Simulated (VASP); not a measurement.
# As (R-3m) in VASP: notebook

As is run at these levels: PBE; tasks: single point.

All numbers are computed with VASP 6.6.1; they aren't measurements. Logs are shortened: lines on timing, memory, paths and dates and some standing lists are left out, and cuts for length are marked.

## 1. The cell of the first run

It takes space group R-3m (No. 166, trigonal). Conventional cell: a = 3.607 Å, b = 3.607 Å, c = 10.346 Å, α = 90.00°, β = 90.00°, γ = 120.00°. As (site symmetry 3m) has 6 As at 2.60 to 2.81 Å within 3.4 Å.

## 2. Single point, PBE (strained and its atoms moved)

Input file INCAR:

```
ALGO = Normal
EDIFF = 1E-6
ENCUT = 520
GGA = PE
ISIF = 2
ISMEAR = 0
LASPH = T
LCHARG = T
LELF = T
LREAL = F
LVHAR = T
LWAVE = F
NBANDS = 12
NELM = 80
PREC = Accurate
SIGMA = 0.1
```

Input file KPOINTS:

```
k-points
0
Gamma
  12 12 12
```

Input file POSCAR:

```
As
1.0
    1.8033376421      1.0411574731      3.4486465495
   -1.8033376421      1.0411574731      3.4486465495
    0.0000000000     -2.0823149462      3.4486465495
As
2
Direct
    0.2418840330      0.2418840330      0.2418840330
    0.7581159670      0.7581159670      0.7581159670
```

Potentials or basis: VASP PAW PBE potentials, release 64 (As).

The run is started by

```
$ cat potpaw_PBE.64/As/POTCAR > POTCAR
$ mpirun -np 1 vasp_std > vasp.out
```

OUTCAR:

```text
EDIFF = 1E-6
   ENCUT = 520
   GGA = PE
   ISIF = 2
   ISMEAR = 0
   LASPH = T
   LREAL = F
   NELM = 80
   PREC = Accurate

 ion  position               nearest neighbor table
   1  0.242  0.242  0.242-   2 2.60   2 2.60   2 2.60   2 2.81   2 2.81   2 2.81
   2  0.758  0.758  0.758-   1 2.60   1 2.60   1 2.60   1 2.81   1 2.81   1 2.81

  LATTYP: Found a trigonal (rhomboedric) cell.
 ALAT       =     4.0285479467
 COS(alpha) =     0.5992375545

  Lattice vectors:

 A1 = (   1.8033376421,   1.0411574731,   3.4486465495)
 A2 = (  -1.8033376421,   1.0411574731,   3.4486465495)
 A3 = (   0.0000000000,  -2.0823149462,   3.4486465495)

Analysis of symmetry for initial positions (statically):
=====================================================================
 Subroutine PRICEL returns:
 Original cell was already a primitive cell.

 Routine SETGRP: Setting up the symmetry group for a
 trigonal (rhombohedral) supercell.

 Subroutine GETGRP returns: Found 12 space group operations
 (whereof 12 operations were pure point group operations)
 out of a pool of 12 trial point group operations.

The static configuration has the point symmetry D_3d.

Analysis of symmetry for dynamics (positions and initial velocities):
=====================================================================
 Subroutine PRICEL returns:
 Original cell was already a primitive cell.

 Routine SETGRP: Setting up the symmetry group for a
 trigonal (rhombohedral) supercell.

 Subroutine GETGRP returns: Found 12 space group operations
 (whereof 12 operations were pure point group operations)
 out of a pool of 12 trial point group operations.

The dynamic configuration has the point symmetry D_3d.

 Subroutine INISYM returns: Found 12 space group operations
 (whereof 12 operations are pure point group operations),
 and found     1 'primitive' translations

----------------------------------------------------------------------------------------

                                     Primitive cell

  volume of cell :      38.8502

  direct lattice vectors                    reciprocal lattice vectors
     1.803337642  1.041157473  3.448646549     0.277263663  0.160078250  0.096656276
    -1.803337642  1.041157473  3.448646549    -0.277263663  0.160078250  0.096656276
     0.000000000 -2.082314946  3.448646549     0.000000000 -0.320156501  0.096656276

  length of vectors
     4.028547947  4.028547947  4.028547947     0.334428798  0.334428798  0.334428798

  position of ions in fractional coordinates (direct lattice)
     0.241884033  0.241884033  0.241884033
     0.758115967  0.758115967  0.758115967

  ion indices of the primitive-cell ions
   primitive index   ion index
                 1           1
                 2           2

----------------------------------------------------------------------------------------

 KPOINTS: k-points

Automatic generation of k-mesh.
 Grid dimensions read from file:
 generate k-points for:   12   12   12

 Generating k-lattice:

  Cartesian coordinates                     Fractional coordinates (reciprocal lattice)
     0.023105305  0.013339854  0.008054690     0.083333333  0.000000000 -0.000000000
    -0.023105305  0.013339854  0.008054690     0.000000000  0.083333333 -0.000000000
     0.000000000 -0.026679708  0.008054690    -0.000000000 -0.000000000  0.083333333

  Length of vectors
     0.027869066  0.027869066  0.027869066

  Shift w.r.t. Gamma in fractional coordinates (k-lattice)
     0.000000000  0.000000000  0.000000000

 Subroutine IBZKPT returns following result:
 ===========================================

 Found    189 irreducible k-points:

 Following reciprocal coordinates:
            Coordinates               Weight
  0.000000  0.000000  0.000000      1.000000
  0.083333  0.000000 -0.000000      6.000000
  0.166667  0.000000  0.000000      6.000000
  0.250000  0.000000  0.000000      6.000000
  0.333333  0.000000 -0.000000      6.000000
  0.416667  0.000000  0.000000      6.000000
[... 16 lines left out ...]
  0.500000  0.166667  0.000000     12.000000
 -0.416667  0.166667 -0.000000     12.000000
 [... further k-points ...]
   k-points           NKPTS =    189   k-points in BZ     NKDIM =    189   number of bands    NBANDS=     12
   number of dos      NEDOS =    301   number of ions     NIONS =      2
   total plane-waves  NPLWV =  27000
   dimension x,y,z NGX =    30 NGY =   30 NGZ =   30
   dimension x,y,z NGXF=    60 NGYF=   60 NGZF=   60
   ions per type =               2
   NGX,Y,Z   is equivalent  to a cutoff of  12.38, 12.38, 12.38 a.u.
   NGXF,Y,Z  is equivalent  to a cutoff of  24.76, 24.76, 24.76 a.u.
 SYSTEM =  unknown system
   PREC   = accura    normal or accurate (medium, high low for compatibility)
   ISTART =      0    job   : 0-new  1-cont  2-samecut
   ICHARG =      2    charge: 1-file 2-atom 10-const
   ISPIN  =      1    spin polarized calculation?
   LNONCOLLINEAR =      F non collinear calculations
   LSORBIT =      F    spin-orbit coupling
   LASPH  =      T    aspherical Exc in radial PAW
   ENCUT  =  520.0 eV  38.22 Ry    6.18 a.u.   7.49  7.49  7.49*2*pi/ulx,y,z
   NELM   =     80;   NELMIN=  2; NELMDL= -5     # of ELM steps
   EDIFF  = 0.1E-05   stopping-criterion for ELM
   LREAL  =      F    real-space projection
   EDIFFG = 0.1E-04   stopping-criterion for IOM
   NSW    =      0    number of steps for IOM
   IBRION =     -1    ionic relax: 0-MD 1-quasi-New 2-CG
   NFREE  =      0    steps in history (QN), initial steepest desc. (CG)
   ISIF   =      2    stress and relaxation
   ISYM   =      2    0-nonsym 1-usesym 2-fastsym
   POTIM  = 0.5000    time-step for ionic-motion
   TEBEG  =    0.0;   TEEND  =   0.0 temperature during run
   PSTRESS=    0.0 pullay stress
   NELECT =      10.0000    total number of electrons
   NUPDOWN=      -1.0000    fix difference up-down
   EMIN   =  10.00;   EMAX   =-10.00  energy-range for DOS
   EFERMI =   0.00;   METHOD = LEGACY
   ISMEAR =     0;   SIGMA  =   0.10  broadening in eV -4-tet -1-fermi 0-gaus
   EFERMI_NEDOS =   21; number of points for ismear=-14 and -15
   IALGO  =     38    algorithm
   IMIX   =      4    mixing-type and parameters
     AMIX     =   0.40;   BMIX     =  1.00
     AMIX_MAG =   1.60;   BMIX_MAG =  1.00
  volume/ion in A,a.u.               =      19.43       131.09
  Fermi-wavevector in a.u.,A,eV,Ry     =   1.041383  1.967928 14.755218  1.084478
  Thomas-Fermi vector in A             =   2.176001
   LORBIT       =      0    0 simple, 1 ext, 2 COOP (PROOUT), +10 PAW based schemes
   GGA     = PE    functional components
   LHFCALC =     F    Hartree Fock is set to
   AEXX    =    0.0000 exact exchange contribution
   IVDW    =     0    specifies the selected vdW correction
   LEPSILON=     F    determine dielectric tensor
   LRPA    =     F    only Hartree local field effects (RPA)
 non-spin polarized calculation
 Gauss-broadening in eV      SIGMA  =   0.10
  energy-cutoff  :      520.00
  volume of cell :       38.85
 maximum number of plane-waves:      1062
 NGX is ok and might be reduce to    30
   NGX = 15   NGY = 15   NGZ = 15

 number of electron      10.0000001 magnetization

 Free energy of the ion-electron system (eV)
  ---------------------------------------------------
  ext. energy  EPLUGINS =         0.00000000
  ---------------------------------------------------
  free energy    TOTEN  =        -9.06229812 eV

  energy without entropy =       -9.06066922  energy(sigma->0) =       -9.06148367

 E-fermi :   6.1905     XC(G=0): -10.5144

 val. band max:        6.1232219389   @ k =   0.3333   0.0833   0.0833
 cond. band min:       6.1956347790   @ k =  -0.3333   0.4167   0.2500
 fundamental gap:      0.0724128401
 Fermi energy:         6.1905169851

 k-point     1 :       0.0000    0.0000    0.0000
  band No.  band energies     occupation
      1      -9.0146      2.00000
      2       0.9476      2.00000
      3       2.8519      2.00000
      4       5.1173      2.00000
      5       5.1173      2.00000
      6      10.1367      0.00000
      7      10.1367      0.00000
      8      10.1674      0.00000
      9      12.1321      0.00000
     10      13.0870      0.00000
     11      13.0870      0.00000
     12      14.9676      0.00000

 k-point     2 :       0.0833    0.0000   -0.0000
  band No.  band energies     occupation
      1      -8.9099      2.00000
      2       0.5830      2.00000
      3       3.0069      2.00000
      4       4.9930      2.00000
      5       5.0769      2.00000
      6       9.7359      0.00000
      7       9.7469      0.00000
      8      10.1147      0.00000
      9      11.9198      0.00000
     10      12.7355      0.00000
     11      13.2690      0.00000
     12      15.6300      0.00000

 k-point     3 :       0.1667    0.0000    0.0000
  band No.  band energies     occupation
      1      -8.5969      2.00000
      2      -0.3145      2.00000
      3       3.2338      2.00000
      4       4.8840      2.00000
      5       4.9845      2.00000
      6       8.7553      0.00000
      7       8.8979      0.00000
      8       9.4480      0.00000
      9      12.1356      0.00000
     10      12.7754      0.00000
     11      13.9361      0.00000
     12      17.1422      0.00000
[... 286 lines left out ...]
 k-point    23 :       0.5000    0.1667    0.0000
  band No.  band energies     occupation
      1      -5.9347      2.00000
      2      -4.2550      2.00000
      3       2.3956      2.00000
      4       2.7710      2.00000
      5       3.9310      2.00000
      6       7.3105      0.00000
      7       8.7960      0.00000
      8       9.7475      0.00000
      9      14.5521      0.00000
     10      15.6271      0.00000
     11      16.7584      0.00000
     12      19.5783      0.00000

 k-point    24 :      -0.4167    0.1667   -0.0000
  band No.  band energies     occupation
      1      -5.4608      2.00000
      2      -4.7762      2.00000
      3       2.1273      2.00000
      4       3.2483      2.00000
      5       4.1988      2.00000
      6       6.5801      0.00000
      7       8.0038      0.00000
      8      10.3547      0.00000
      9      14.2096      0.00000
     10      16.5045      0.00000
     11      17.5099      0.00000
     12      18.2658      0.00000

 [... further k-points ...]

------------------------ aborting loop because EDIFF is reached ----------------------------------------

  FORCE on cell =-STRESS in cart. coord.  units (eV):
  Direction    XX          YY          ZZ          XY          YZ          ZX
  --------------------------------------------------------------------------------------
  -------------------------------------------------------------------------------------
  Total        1.9504898      1.9504898      0.0491274      0.0000000      0.0000000     -0.0000000
  in kB       80.4379267     80.4379267      2.0260057      0.0000000      0.0000000     -0.0000000
  external PRESSURE =      54.3006197 kB  Pullay stress =       0.0000000 kB

 VOLUME and BASIS-vectors are now :
 -----------------------------------------------------------------------------
  energy-cutoff  :      520.00
  volume of cell :       38.85
      direct lattice vectors                 reciprocal lattice vectors
     1.803337642  1.041157473  3.448646549     0.277263663  0.160078250  0.096656276
    -1.803337642  1.041157473  3.448646549    -0.277263663  0.160078250  0.096656276
     0.000000000 -2.082314946  3.448646549     0.000000000 -0.320156501  0.096656276

 POSITION                                       TOTAL-FORCE (eV/Angst)
 -----------------------------------------------------------------------------------
      0.00000      0.00000      2.50252         0.000000      0.000000     -0.740529
      0.00000      0.00000      7.84342         0.000000     -0.000000      0.740529
 -----------------------------------------------------------------------------------
    total drift:                                0.000000      0.000000     -0.000000

  FREE ENERGIE OF THE ION-ELECTRON SYSTEM (eV)
  ---------------------------------------------------
  free  energy   TOTEN  =        -9.0622981163 eV

  energy  without entropy=       -9.0606692224  energy(sigma->0) =       -9.06148367
```

It took 2.1 min on 1 thread of Intel Xeon 8259CL, shared host; peak memory 0.22 GiB.

Results:

```yaml
Free_energy: -9.0623 eV
Pressure: 5.4 GPa
Largest_force: 0.741 eV/Å
Band_gap_on_the_k_mesh: zero (bands 5 and 6 overlap by 1.61 eV)
```

Forces on the atoms (eV/Å):
```
As   0.000  0.000 -0.741
As   0.000  0.000  0.741
```

Levels at points of the mesh, in eV from the Fermi level:
```tsv
k point	band 2	band 3	band 4	band 5	band 6	band 7	band 8	band 9
(0.00, 0.00, 0.00)	-5.24	-3.34	-1.07	-1.07	3.95	3.95	3.98	5.94
(0.50, 0.00, 0.00)	-11.32	-2.19	-1.25	-1.03	0.15	0.27	0.28	9.03
(0.50, 0.50, 0.00)	-8.79	-6.90	-4.95	-3.59	2.43	6.01	6.72	7.91
(0.50, 0.50, 0.50)	-11.57	-0.29	-0.29	0.64	0.64	1.30	2.03	9.34
```

Caveat: the cell differs from its parent crystal (strained and its atoms moved); the stress differs along the axes, from 0 to 8 GPa.

## 3. Single point, PBE

Input file INCAR:

```
SYSTEM = As
PREC = Accurate
ENCUT = 520
EDIFF = 1E-7
ISMEAR = 0
SIGMA = 0.1
LREAL = .FALSE.
LASPH = .TRUE.
NELM = 60
ALGO = Normal
ISIF = 2
LWAVE = .FALSE.
LCHARG = .FALSE.
GGA = PE
NBANDS = 12
```

Input file KPOINTS:

```
regular mesh
0
G
  12 12 12
  0 0 0
```

POSCAR is that of step 2.

Potentials or basis: VASP PAW PBE potentials, release 64 (As).

The run is started by

```
$ cat potpaw_PBE.64/As/POTCAR > POTCAR
$ mpirun -np 1 vasp_std > vasp.out
```

It took 2.1 min on 1 thread of Intel Xeon 8259CL, shared host; peak memory 0.22 GiB.

Results (log left out):

- Free energy: -9.0623 eV
- Pressure: 5.4 GPa
- Largest force: 0.741 eV/Å
- Band gap on the k mesh: zero (bands 5 and 6 overlap by 1.61 eV)

Forces on the atoms (eV/Å):
```
As   0.000  0.000 -0.741
As   0.000  0.000  0.741
```

Stress tensor (GPa, compression positive):
```
8.04 0.00 0.00
0.00 8.04 0.00
0.00 0.00 0.20
```

Levels at points of the mesh, in eV from the Fermi level:
```tsv
k point	band 1	band 2	band 3	band 4	band 5	band 6	band 7	band 8	band 9	band 10
(0.00, 0.00, 0.00)	-15.21	-5.24	-3.34	-1.07	-1.07	3.95	3.95	3.98	5.94	6.90
(0.50, 0.00, 0.00)	-11.80	-11.32	-2.19	-1.25	-1.03	0.15	0.27	0.28	9.03	9.05
(0.50, 0.50, 0.00)	-11.95	-8.79	-6.90	-4.95	-3.59	2.44	6.01	6.72	7.91	10.81
(0.50, 0.50, 0.50)	-12.94	-11.57	-0.29	-0.29	0.64	0.64	1.30	2.03	9.34	10.67
```

Caveat: the stress differs along the axes, from 0 to 8 GPa.

The gap in the log of VASP goes by the Fermi energy; the results here count the filled bands.